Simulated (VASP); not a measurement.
# SiO2 (I4/mmm) in VASP: a series of runs, part 2 of 2

VASP 6.6.1. Earlier steps stand in the parts before.

## 5. Single point, LDA

This run uses another cell than the first one, of 17.13 Å³/atom.

INCAR

```
ALGO     = Normal         # electronic algorithm
EDIFF    = 1E-6           # SCF threshold, eV
ENCUT    = 520            # plane-wave cutoff, eV
GGA      = CA             # functional
ISIF     = 2              # what is computed and relaxed
ISMEAR   = 0              # smearing method
LASPH    = T              # aspherical terms in the spheres
LCHARG   = F              # write CHGCAR
LREAL    = F              # projectors in reciprocal space
LWAVE    = F              # write WAVECAR
NBANDS   = 44             # bands
NELM     = 80             # most SCF steps
PREC     = Accurate       # precision mode
SIGMA    = 0.02           # smearing width, eV
```

KPOINTS

```
k-points
0
Gamma
  6 6 6
```

POSCAR

```
SiO2
1.0
   -4.4424334191      4.4424334191      2.6035972938
    4.4424334191     -4.4424334191      2.6035972938
    4.4424334191      4.4424334191     -2.6035972938
Si O
4 8
Direct
    0.1770158661      0.1770158661      0.3540317323
    0.8229841339      0.1770158661      0.0000000000
    0.1770158661      0.8229841339      0.0000000000
    0.8229841339      0.8229841339      0.6459682677
    0.5000000000      0.5000000000      0.5000000000
    0.0000000000      0.5000000000      0.0000000000
    0.5000000000      0.0000000000      0.0000000000
    0.0000000000      0.0000000000      0.5000000000
    0.0000000000      0.2094892871      0.2094892871
    0.7905107129      0.0000000000      0.7905107129
    0.2094892871      0.0000000000      0.2094892871
    0.0000000000      0.7905107129      0.7905107129
```

On the command line:

```bash
cat potpaw_LDA.64/Si/POTCAR potpaw_LDA.64/O/POTCAR > POTCAR
mpirun -np 1 vasp_std > vasp.out
```

It took 13 min on 1 thread of Intel Xeon 8259CL, shared host; peak memory 0.41 GiB.

Results (log left out):

* Free energy: -103.6114 eV
* Pressure: 1.4 GPa
* Largest force: 0.035 eV/Å
* Band gap on the k mesh: 5.35 eV

Forces in eV/Å, atoms in the order of the input:
```
Si   0.025  0.025  0.000
Si   0.025 -0.025  0.000
Si  -0.025  0.025  0.000
Si  -0.025 -0.025  0.000
O    0.000  0.000  0.000
O    0.000  0.000  0.000
O    0.000  0.000  0.000
O    0.000  0.000  0.000
O    0.005  0.000  0.000
O    0.000 -0.005  0.000
O    0.000  0.005  0.000
O   -0.005  0.000  0.000
```

Levels at points of the mesh, in eV from the valence-band top:
```csv
k point,band 29,band 30,band 31,band 32,band 33,band 34,band 35,band 36
"(0.00, 0.00, 0.00)",-0.88,-0.71,-0.02,0.00,5.35,8.24,8.49,9.01
"(0.50, 0.00, 0.00)",-1.14,-0.80,-0.60,-0.27,7.58,7.63,8.55,8.94
"(0.50, 0.50, 0.00)",-0.47,-0.41,-0.40,-0.26,6.47,6.90,8.59,8.80
"(0.50, 0.50, 0.50)",-1.06,-0.19,0.00,0.00,7.43,7.65,7.65,7.98
```

## 6. Single point, LDA

This run uses another cell than the first one, of 17.13 Å³/atom.

INCAR

```
ALGO = Normal
EDIFF = 1E-6
ENCUT = 520
ISIF = 2
ISMEAR = 0
LASPH = T
LCHARG = F
LREAL = F
LWAVE = F
NBANDS = 44
NELM = 100
PREC = Accurate
SIGMA = 0.02
```

KPOINTS is that of step 5.

POSCAR is that of step 5.

Potentials or basis: VASP PAW LDA potentials, release 64 (Si, O).

On the command line:

```bash
cat potpaw_LDA.64/Si/POTCAR potpaw_LDA.64/O/POTCAR > POTCAR
mpirun -np 1 vasp_std > vasp.out
```

OUTCAR:

```text
EDIFF = 1E-6
   ENCUT = 520
   ISIF = 2
   ISMEAR = 0
   LASPH = T
   LREAL = F
   NELM = 100
   PREC = Accurate

 ion  position               nearest neighbor table
   1  0.177  0.177  0.354-   8 1.59   5 1.59   9 1.60  11 1.60   2 3.15   3 3.15
   2  0.823  0.177  0.000-   6 1.59   7 1.59   9 1.60  10 1.60   1 3.15   4 3.15
   3  0.177  0.823  0.000-   6 1.59   7 1.59  11 1.60  12 1.60   1 3.15   4 3.15
   4  0.823  0.823  0.646-   8 1.59   5 1.59  10 1.60  12 1.60   2 3.15   3 3.15
   5  0.500  0.500  0.500-   1 1.59   4 1.59
   6  0.000  0.500  0.000-   2 1.59   3 1.59
   7  0.500  0.000  0.000-   2 1.59   3 1.59
   8  0.000  0.000  0.500-   1 1.59   4 1.59
   9  0.000  0.209  0.209-   2 1.60   1 1.60
  10  0.791  0.000  0.791-   2 1.60   4 1.60
  11  0.209  0.000  0.209-   3 1.60   1 1.60
  12  0.000  0.791  0.791-   3 1.60   4 1.60

  LATTYP: Found a body centered tetragonal cell.
 ALAT       =     8.8848668382
 C/A-ratio  =     0.5860745785

  Lattice vectors:

 A1 = (  -4.4424334191,   4.4424334191,   2.6035972938)
 A2 = (   4.4424334191,  -4.4424334191,   2.6035972938)
 A3 = (   4.4424334191,   4.4424334191,  -2.6035972938)

Analysis of symmetry for initial positions (statically):
=====================================================================
 Subroutine PRICEL returns:
 Original cell was already a primitive cell.

 Routine SETGRP: Setting up the symmetry group for a
 body centered tetragonal supercell.

 Subroutine GETGRP returns: Found 16 space group operations
 (whereof 16 operations were pure point group operations)
 out of a pool of 16 trial point group operations.

The static configuration has the point symmetry D_4h.

Analysis of symmetry for dynamics (positions and initial velocities):
=====================================================================
 Subroutine PRICEL returns:
 Original cell was already a primitive cell.

 Routine SETGRP: Setting up the symmetry group for a
 body centered tetragonal supercell.

 Subroutine GETGRP returns: Found 16 space group operations
 (whereof 16 operations were pure point group operations)
 out of a pool of 16 trial point group operations.

The dynamic configuration has the point symmetry D_4h.

 Subroutine INISYM returns: Found 16 space group operations
 (whereof 16 operations are pure point group operations),
 and found     1 'primitive' translations

----------------------------------------------------------------------------------------

                                     Primitive cell

  volume of cell :     205.5302

  direct lattice vectors                    reciprocal lattice vectors
    -4.442433419  4.442433419  2.603597294     0.000000000  0.112550927  0.192041988
     4.442433419 -4.442433419  2.603597294     0.112550927  0.000000000  0.192041988
     4.442433419  4.442433419 -2.603597294     0.112550927  0.112550927  0.000000000

  length of vectors
     6.800672631  6.800672631  6.800672631     0.222593433  0.222593433  0.159171048

  position of ions in fractional coordinates (direct lattice)
[... 81 lines left out ...]
   k-points           NKPTS =     30   k-points in BZ     NKDIM =     30   number of bands    NBANDS=     44
   number of dos      NEDOS =    301   number of ions     NIONS =     12
   total plane-waves  NPLWV = 157464
   dimension x,y,z NGX =    54 NGY =   54 NGZ =   54
   dimension x,y,z NGXF=   108 NGYF=  108 NGZF=  108
   ions per type =               4   8
   NGX,Y,Z   is equivalent  to a cutoff of  13.20, 13.20, 13.20 a.u.
   NGXF,Y,Z  is equivalent  to a cutoff of  26.40, 26.40, 26.40 a.u.
 SYSTEM =  unknown system
   PREC   = accura    normal or accurate (medium, high low for compatibility)
   ISTART =      0    job   : 0-new  1-cont  2-samecut
   ICHARG =      2    charge: 1-file 2-atom 10-const
   ISPIN  =      1    spin polarized calculation?
   LNONCOLLINEAR =      F non collinear calculations
   LSORBIT =      F    spin-orbit coupling
   LASPH  =      T    aspherical Exc in radial PAW
   ENCUT  =  520.0 eV  38.22 Ry    6.18 a.u.  12.64 12.64 12.64*2*pi/ulx,y,z
   NELM   =    100;   NELMIN=  2; NELMDL= -5     # of ELM steps
   EDIFF  = 0.1E-05   stopping-criterion for ELM
   LREAL  =      F    real-space projection
   EDIFFG = 0.1E-04   stopping-criterion for IOM
   NSW    =      0    number of steps for IOM
   IBRION =     -1    ionic relax: 0-MD 1-quasi-New 2-CG
   NFREE  =      0    steps in history (QN), initial steepest desc. (CG)
   ISIF   =      2    stress and relaxation
   ISYM   =      2    0-nonsym 1-usesym 2-fastsym
   POTIM  = 0.5000    time-step for ionic-motion
   TEBEG  =    0.0;   TEEND  =   0.0 temperature during run
   PSTRESS=    0.0 pullay stress
   NELECT =      64.0000    total number of electrons
   NUPDOWN=      -1.0000    fix difference up-down
   EMIN   =  10.00;   EMAX   =-10.00  energy-range for DOS
   EFERMI =   0.00;   METHOD = LEGACY
   ISMEAR =     0;   SIGMA  =   0.02  broadening in eV -4-tet -1-fermi 0-gaus
   EFERMI_NEDOS =   21; number of points for ismear=-14 and -15
   IALGO  =     38    algorithm
   IMIX   =      4    mixing-type and parameters
     AMIX     =   0.40;   BMIX     =  1.00
     AMIX_MAG =   1.60;   BMIX_MAG =  1.00
  volume/ion in A,a.u.               =      17.13       115.58
  Fermi-wavevector in a.u.,A,eV,Ry     =   1.109625  2.096887 16.752416  1.231268
  Thomas-Fermi vector in A             =   2.246167
   LORBIT       =      0    0 simple, 1 ext, 2 COOP (PROOUT), +10 PAW based schemes
   GGA     = CA    functional components
   LHFCALC =     F    Hartree Fock is set to
   AEXX    =    0.0000 exact exchange contribution
   IVDW    =     0    specifies the selected vdW correction
   LEPSILON=     F    determine dielectric tensor
   LRPA    =     F    only Hartree local field effects (RPA)
 non-spin polarized calculation
 Gauss-broadening in eV      SIGMA  =   0.02
  energy-cutoff  :      520.00
  volume of cell :      205.53
 maximum number of plane-waves:      5597
 NGX is ok and might be reduce to    54
   NGX = 25   NGY = 25   NGZ = 25

 number of electron      64.0000006 magnetization

 Free energy of the ion-electron system (eV)
  ---------------------------------------------------
  ext. energy  EPLUGINS =         0.00000000
  ---------------------------------------------------
  free energy    TOTEN  =      -103.61136951 eV

  energy without entropy =     -103.61136951  energy(sigma->0) =     -103.61136951

 E-fermi :  -1.0351     XC(G=0):  -7.8649

 val. band max:       -1.2120579036   @ k =   0.0000   0.0000   0.0000
 cond. band min:       4.1388041734   @ k =   0.0000   0.0000   0.0000
 fundamental gap:      5.3508620770
 Fermi energy:        -1.0351303783

 k-point     1 :       0.0000    0.0000    0.0000
  band No.  band energies     occupation
      1     -20.5347      2.00000
      2     -19.6183      2.00000
      3     -19.0675      2.00000
      4     -19.0675      2.00000
      5     -18.4106      2.00000
      6     -18.3808      2.00000
[... 1117 lines left out ...]
     43       9.7317      0.00000
     44       9.9393      0.00000

 [... further k-points ...]

------------------------ aborting loop because EDIFF is reached ----------------------------------------

  FORCE on cell =-STRESS in cart. coord.  units (eV):
  Direction    XX          YY          ZZ          XY          YZ          ZX
  --------------------------------------------------------------------------------------
  -------------------------------------------------------------------------------------
  Total        1.8466401      1.8466401      1.8538694      0.0000000      0.0000000      0.0000000
  in kB       14.3951827     14.3951827     14.4515374      0.0000000      0.0000000      0.0000000
  external PRESSURE =      14.4139676 kB  Pullay stress =       0.0000000 kB

 VOLUME and BASIS-vectors are now :
 -----------------------------------------------------------------------------
  energy-cutoff  :      520.00
  volume of cell :      205.53
      direct lattice vectors                 reciprocal lattice vectors
    -4.442433419  4.442433419  2.603597294     0.000000000  0.112550927  0.192041988
     4.442433419 -4.442433419  2.603597294     0.112550927  0.000000000  0.192041988
     4.442433419  4.442433419 -2.603597294     0.112550927  0.112550927  0.000000000

 POSITION                                       TOTAL-FORCE (eV/Angst)
 -----------------------------------------------------------------------------------
      1.57276      1.57276     -0.00000         0.024912      0.024912     -0.000000
     -2.86967      2.86967      2.60360         0.024912     -0.024912      0.000000
      2.86967     -2.86967      2.60360        -0.024912      0.024912      0.000000
      2.86967      2.86967      2.60360        -0.024912     -0.024912     -0.000000
      2.22122      2.22122      1.30180         0.000000      0.000000      0.000000
      2.22122     -2.22122      1.30180         0.000000      0.000000      0.000000
     -2.22122      2.22122      1.30180         0.000000      0.000000      0.000000
      2.22122      2.22122     -1.30180         0.000000      0.000000      0.000000
      1.86128      0.00000      0.00000         0.004997      0.000000      0.000000
      0.00000      7.02358      0.00000         0.000000     -0.004997     -0.000000
      0.00000      1.86128      0.00000         0.000000      0.004997      0.000000
      7.02358      0.00000      0.00000        -0.004997      0.000000     -0.000000
 -----------------------------------------------------------------------------------
    total drift:                                0.000000      0.000000     -0.000000

  FREE ENERGIE OF THE ION-ELECTRON SYSTEM (eV)
  ---------------------------------------------------
  free  energy   TOTEN  =      -103.6113695121 eV

  energy  without entropy=     -103.6113695121  energy(sigma->0) =     -103.61136951
```

It took 13 min on 1 thread of Intel Xeon 8259CL, shared host; peak memory 0.41 GiB.

What came out:

| Quantity | Value |
| --- | --- |
| Free energy | -103.6114 eV |
| Pressure | 1.4 GPa |
| Largest force | 0.035 eV/Å |
| Band gap on the k mesh | 5.35 eV |

Forces in eV/Å, atoms in the order of the input:
```
Si   0.025  0.025  0.000
Si   0.025 -0.025  0.000
Si  -0.025  0.025  0.000
Si  -0.025 -0.025  0.000
O    0.000  0.000  0.000
O    0.000  0.000  0.000
O    0.000  0.000  0.000
O    0.000  0.000  0.000
O    0.005  0.000  0.000
O    0.000 -0.005  0.000
O    0.000  0.005  0.000
O   -0.005  0.000  0.000
```

Levels at points of the mesh, in eV from the valence-band top:
| k point | band 28 | band 29 | band 30 | band 31 | band 32 | band 33 | band 34 | band 35 | band 36 | band 37 |
| --- | --- | --- | --- | --- | --- | --- | --- | --- | --- | --- |
| (0.00, 0.00, 0.00) | -1.41 | -0.88 | -0.71 | -0.02 | 0.00 | 5.35 | 8.24 | 8.49 | 9.01 | 9.04 |
| (0.50, 0.00, 0.00) | -1.18 | -1.14 | -0.80 | -0.60 | -0.27 | 7.58 | 7.63 | 8.55 | 8.94 | 9.22 |
| (0.50, 0.50, 0.00) | -0.78 | -0.47 | -0.41 | -0.40 | -0.26 | 6.47 | 6.90 | 8.59 | 8.80 | 9.50 |
| (0.50, 0.50, 0.50) | -1.06 | -1.06 | -0.19 | 0.00 | 0.00 | 7.43 | 7.65 | 7.65 | 7.98 | 8.53 |

A k mesh can miss the band edges.

## 7. The runs side by side

```csv
cell,gap on the mesh (eV),pressure (GPa),largest force (eV/Å)
"a = 6.819 Å, angles 98.4, 98.4, 135.0°, 12 atoms, atomic positions A",5.34,0.4,0.03
"a = 6.746 Å, angles 98.5, 98.5, 134.7°, 12 atoms, atomic positions B",5.36,4.4,0.04
"a = 6.801 Å, angles 98.4, 98.4, 135.0°, 12 atoms, atomic positions A",5.35,1.4,0.04
```

Alike in all rows: task single point; level LDA; potentials or basis VASP PAW LDA potentials, release 64 (Si, O); no spin polarisation; k mesh 6 × 6 × 6; cutoff (eV) 520; smearing gaussian 0.02 eV.

Caveats: the cell stands under pressure (at least some runs).

Absolute energies hang on the potentials; compare differences alone.
